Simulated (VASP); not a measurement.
# AlAs (F-43m) in VASP: a series of runs

Aim: see how the results for AlAs move with the level of theory and the settings. Levels: PBEsol, PBE. Tasks: single point.

All numbers are computed with VASP 6.6.1; they aren't measurements. Logs are shortened: lines on timing, memory, paths and dates and some standing lists are left out, and cuts for length are marked.

## (1) The cell of the first run

Symmetry: F-43m, No. 216, cubic system. The conventional cell has a = 6.098 Å, b = 6.098 Å, c = 6.098 Å, α = 90.00°, β = 90.00°, γ = 90.00°. Within 3.5 Å of Al (site symmetry -43m) lie 4 As at 2.64 Å. Within 3.5 Å of As (site symmetry -43m) lie 4 Al at 2.64 Å.

## (2) Single point, PBEsol

INCAR reads:

```
SYSTEM = AlAs
ALGO     = Normal         ! electronic algorithm
EDIFF    = 1E-6           ! SCF threshold, eV
ENCUT    = 500            ! plane-wave cutoff, eV
GGA      = PS             ! functional
GGA_COMPAT= .False.      
ISIF     = 2              ! what is computed and relaxed
ISMEAR   = 1              ! smearing method
LASPH    = .True.         ! aspherical terms in the spheres
LCHARG   = .True.         ! write CHGCAR
LELF     = .True.         ! ELF
LREAL    = .False.        ! projectors in reciprocal space
LVHAR    = .True.       
LWAVE    = .False.        ! write WAVECAR
NBANDS   = 11             ! bands
NELM     = 120            ! most SCF steps
PREC     = Accurate       ! precision mode
SIGMA    = 0.06802846561497 ! smearing width, eV
```

KPOINTS reads:

```
k-points
0
Gamma
  2 2 2
  0 0 0
```

POSCAR reads:

```
AlAs
1.0
    0.0000000000      3.0488620338      3.0488620338
    3.0488620338      0.0000000000      3.0488620338
    3.0488620338      3.0488620338      0.0000000000
Al As
1 1
Direct
    0.0000000000      0.0000000000      0.0000000000
    0.7500000000      0.7500000000      0.7500000000
```

Potentials or basis: VASP PAW PBE potentials, release 64 (Al, As).

Command:

```sh
> cat potpaw_PBE.64/Al/POTCAR potpaw_PBE.64/As/POTCAR > POTCAR
> mpirun -np 1 vasp_std > vasp.out
```

OUTCAR:

```text
SYSTEM = AlAs
   EDIFF = 1E-6
   ENCUT = 500
   GGA = PS
   ISIF = 2
   ISMEAR = 1
   LASPH = .True.
   LREAL = .False.
   NELM = 120
   PREC = Accurate

 ion  position               nearest neighbor table
   1  0.000  0.000  0.000-   2 2.64   2 2.64   2 2.64   2 2.64
   2  0.750  0.750  0.750-   1 2.64   1 2.64   1 2.64   1 2.64

  LATTYP: Found a face centered cubic cell.
 ALAT       =     6.0977240676

  Lattice vectors:

 A1 = (   0.0000000000,   3.0488620338,   3.0488620338)
 A2 = (   3.0488620338,   0.0000000000,   3.0488620338)
 A3 = (   3.0488620338,   3.0488620338,   0.0000000000)

Analysis of symmetry for initial positions (statically):
=====================================================================
 Subroutine PRICEL returns:
 Original cell was already a primitive cell.

 Routine SETGRP: Setting up the symmetry group for a
 face centered cubic supercell.

 Subroutine GETGRP returns: Found 24 space group operations
 (whereof 24 operations were pure point group operations)
 out of a pool of 48 trial point group operations.

The static configuration has the point symmetry T_d .

Analysis of symmetry for dynamics (positions and initial velocities):
=====================================================================
 Subroutine PRICEL returns:
 Original cell was already a primitive cell.

 Routine SETGRP: Setting up the symmetry group for a
 face centered cubic supercell.

 Subroutine GETGRP returns: Found 24 space group operations
 (whereof 24 operations were pure point group operations)
 out of a pool of 48 trial point group operations.

The dynamic configuration has the point symmetry T_d .

 Subroutine INISYM returns: Found 24 space group operations
 (whereof 24 operations are pure point group operations),
 and found     1 'primitive' translations

----------------------------------------------------------------------------------------

                                     Primitive cell

  volume of cell :      56.6818

  direct lattice vectors                    reciprocal lattice vectors
     0.000000000  3.048862034  3.048862034    -0.163995614  0.163995614  0.163995614
     3.048862034  0.000000000  3.048862034     0.163995614 -0.163995614  0.163995614
     3.048862034  3.048862034  0.000000000     0.163995614  0.163995614 -0.163995614

  length of vectors
     4.311742038  4.311742038  4.311742038     0.284048735  0.284048735  0.284048735

  position of ions in fractional coordinates (direct lattice)
     0.000000000  0.000000000  0.000000000
     0.750000000  0.750000000  0.750000000

  ion indices of the primitive-cell ions
   primitive index   ion index
                 1           1
                 2           2

----------------------------------------------------------------------------------------

 KPOINTS: k-points

Automatic generation of k-mesh.
 Grid dimensions read from file:
 generate k-points for:    2    2    2

 Generating k-lattice:

  Cartesian coordinates                     Fractional coordinates (reciprocal lattice)
    -0.081997807  0.081997807  0.081997807     0.500000000  0.000000000  0.000000000
     0.081997807 -0.081997807  0.081997807     0.000000000  0.500000000  0.000000000
     0.081997807  0.081997807 -0.081997807     0.000000000  0.000000000  0.500000000

  Length of vectors
     0.142024367  0.142024367  0.142024367

  Shift w.r.t. Gamma in fractional coordinates (k-lattice)
     0.000000000  0.000000000  0.000000000

 Subroutine IBZKPT returns following result:
 ===========================================

 Found      3 irreducible k-points:

 Following reciprocal coordinates:
            Coordinates               Weight
  0.000000  0.000000  0.000000      1.000000
  0.500000  0.000000  0.000000      4.000000
  0.500000  0.500000  0.000000      3.000000
   k-points           NKPTS =      3   k-points in BZ     NKDIM =      3   number of bands    NBANDS=     11
   number of dos      NEDOS =    301   number of ions     NIONS =      2
   total plane-waves  NPLWV =  32768
   dimension x,y,z NGX =    32 NGY =   32 NGZ =   32
   dimension x,y,z NGXF=    64 NGYF=   64 NGZF=   64
   ions per type =               1   1
   NGX,Y,Z   is equivalent  to a cutoff of  12.34, 12.34, 12.34 a.u.
   NGXF,Y,Z  is equivalent  to a cutoff of  24.68, 24.68, 24.68 a.u.
 SYSTEM =  AlAs
   PREC   = accura    normal or accurate (medium, high low for compatibility)
   ISTART =      0    job   : 0-new  1-cont  2-samecut
   ICHARG =      2    charge: 1-file 2-atom 10-const
   ISPIN  =      1    spin polarized calculation?
   LNONCOLLINEAR =      F non collinear calculations
   LSORBIT =      F    spin-orbit coupling
   LASPH  =      T    aspherical Exc in radial PAW
   ENCUT  =  500.0 eV  36.75 Ry    6.06 a.u.   7.86  7.86  7.86*2*pi/ulx,y,z
   NELM   =    120;   NELMIN=  2; NELMDL= -5     # of ELM steps
   EDIFF  = 0.1E-05   stopping-criterion for ELM
   LREAL  =      F    real-space projection
   EDIFFG = 0.1E-04   stopping-criterion for IOM
   NSW    =      0    number of steps for IOM
   IBRION =     -1    ionic relax: 0-MD 1-quasi-New 2-CG
   NFREE  =      0    steps in history (QN), initial steepest desc. (CG)
   ISIF   =      2    stress and relaxation
   ISYM   =      2    0-nonsym 1-usesym 2-fastsym
   POTIM  = 0.5000    time-step for ionic-motion
   TEBEG  =    0.0;   TEEND  =   0.0 temperature during run
   PSTRESS=    0.0 pullay stress
   NELECT =       8.0000    total number of electrons
   NUPDOWN=      -1.0000    fix difference up-down
   EMIN   =  10.00;   EMAX   =-10.00  energy-range for DOS
   EFERMI =   0.00;   METHOD = LEGACY
   ISMEAR =     1;   SIGMA  =   0.07  broadening in eV -4-tet -1-fermi 0-gaus
   EFERMI_NEDOS =   21; number of points for ismear=-14 and -15
   IALGO  =     38    algorithm
   IMIX   =      4    mixing-type and parameters
     AMIX     =   0.40;   BMIX     =  1.00
     AMIX_MAG =   1.60;   BMIX_MAG =  1.00
  volume/ion in A,a.u.               =      28.34       191.25
  Fermi-wavevector in a.u.,A,eV,Ry     =   0.852361  1.610729  9.884902  0.726520
  Thomas-Fermi vector in A             =   1.968638
   LORBIT       =      0    0 simple, 1 ext, 2 COOP (PROOUT), +10 PAW based schemes
   GGA     = PS    functional components
   LHFCALC =     F    Hartree Fock is set to
   AEXX    =    0.0000 exact exchange contribution
   IVDW    =     0    specifies the selected vdW correction
   LEPSILON=     F    determine dielectric tensor
   LRPA    =     F    only Hartree local field effects (RPA)
 non-spin polarized calculation
 Methfessel and Paxton  Order N= 1 SIGMA  =   0.07
  energy-cutoff  :      500.00
  volume of cell :       56.68
 maximum number of plane-waves:      1459
 NGX is ok and might be reduce to    32
   NGX = 15   NGY = 15   NGZ = 15

 number of electron       7.9999999 magnetization

 Free energy of the ion-electron system (eV)
  ---------------------------------------------------
  ext. energy  EPLUGINS =         0.00000000
  ---------------------------------------------------
  free energy    TOTEN  =        -7.91040061 eV

  energy without entropy =       -7.91188418  energy(sigma->0) =       -7.91089514

 E-fermi :   2.5043     XC(G=0):  -8.1674

 val. band max:        2.4470656625   @ k =   0.0000   0.0000   0.0000
 cond. band min:       2.7128299142   @ k =   0.0000   0.0000   0.0000
 fundamental gap:      0.2657642517
 Fermi energy:         2.5043441863

 k-point     1 :       0.0000    0.0000    0.0000
  band No.  band energies     occupation
      1      -8.3289      2.00000
      2       2.4471      2.00004
      3       2.4471      2.00004
      4       2.4471      2.00004
      5       2.7128     -0.00013
      6       6.0828      0.00000
      7       6.0828      0.00000
      8       6.0828      0.00000
      9       9.9657      0.00000
     10      10.7711      0.00000
     11      10.7711      0.00000

 k-point     2 :       0.5000    0.0000    0.0000
  band No.  band energies     occupation
      1      -7.3076      2.00000
      2      -2.4486      2.00000
      3       1.7323      2.00000
      4       1.7323      2.00000
      5       3.5951     -0.00000
      6       6.6393      0.00000
      7       6.6393      0.00000
      8       9.4381      0.00000
      9      11.8429      0.00000
     10      12.6573      0.00000
     11      12.6573      0.00000

 k-point     3 :       0.5000    0.5000    0.0000
  band No.  band energies     occupation
      1      -6.9184      2.00000
      2      -2.4891      2.00000
      3       0.6371      2.00000
      4       0.6371      2.00000
      5       3.8756      0.00000
      6       4.4339      0.00000
      7      10.8960      0.00000
      8      10.8960      0.00000
      9      12.0179      0.00000
     10      13.2292      0.00000
     11      13.6990      0.00000

------------------------ aborting loop because EDIFF is reached ----------------------------------------

  FORCE on cell =-STRESS in cart. coord.  units (eV):
  Direction    XX          YY          ZZ          XY          YZ          ZX
  --------------------------------------------------------------------------------------
  -------------------------------------------------------------------------------------
  Total       -2.3909353     -2.3909353     -2.3909353      0.0000000      0.0000000      0.0000000
  in kB      -67.5826315    -67.5826315    -67.5826315      0.0000000      0.0000000      0.0000000
  external PRESSURE =     -67.5826315 kB  Pullay stress =       0.0000000 kB

 VOLUME and BASIS-vectors are now :
 -----------------------------------------------------------------------------
  energy-cutoff  :      500.00
  volume of cell :       56.68
      direct lattice vectors                 reciprocal lattice vectors
     0.000000000  3.048862034  3.048862034    -0.163995614  0.163995614  0.163995614
     3.048862034  0.000000000  3.048862034     0.163995614 -0.163995614  0.163995614
     3.048862034  3.048862034  0.000000000     0.163995614  0.163995614 -0.163995614

 POSITION                                       TOTAL-FORCE (eV/Angst)
 -----------------------------------------------------------------------------------
      0.00000      0.00000      0.00000        -0.000000      0.000000     -0.000000
      4.57329      4.57329      4.57329         0.000000      0.000000      0.000000
 -----------------------------------------------------------------------------------
    total drift:                               -0.000000     -0.000000     -0.000000

  FREE ENERGIE OF THE ION-ELECTRON SYSTEM (eV)
  ---------------------------------------------------
  free  energy   TOTEN  =        -7.9104006139 eV

  energy  without entropy=       -7.9118841824  energy(sigma->0) =       -7.91089514
```

Run time: 11 s. Hardware: 1 thread of Intel Xeon 8259CL, shared host; peak memory 0.16 GiB.

Results:

```
Free energy            : -7.9104 eV
Pressure               : -6.8 GPa
Band gap on the k mesh : 0.27 eV, direct
```

Levels at points of the mesh, in eV from the valence-band top:
```tsv
k point	band 1	band 2	band 3	band 4	band 5	band 6	band 7	band 8	band 9
(0.00, 0.00, 0.00)	-10.78	0.00	0.00	0.00	0.27	3.64	3.64	3.64	7.52
(0.50, 0.00, 0.00)	-9.75	-4.90	-0.71	-0.71	1.15	4.19	4.19	6.99	9.40
(0.50, 0.50, 0.00)	-9.37	-4.94	-1.81	-1.81	1.43	1.99	8.45	8.45	9.57
```

Caveat: the k points lie up to 0.89 Å⁻¹ apart; the PAW data sets were made with another functional, which shifts forces and pressure a little.

(Continued in part 2 of 2.)
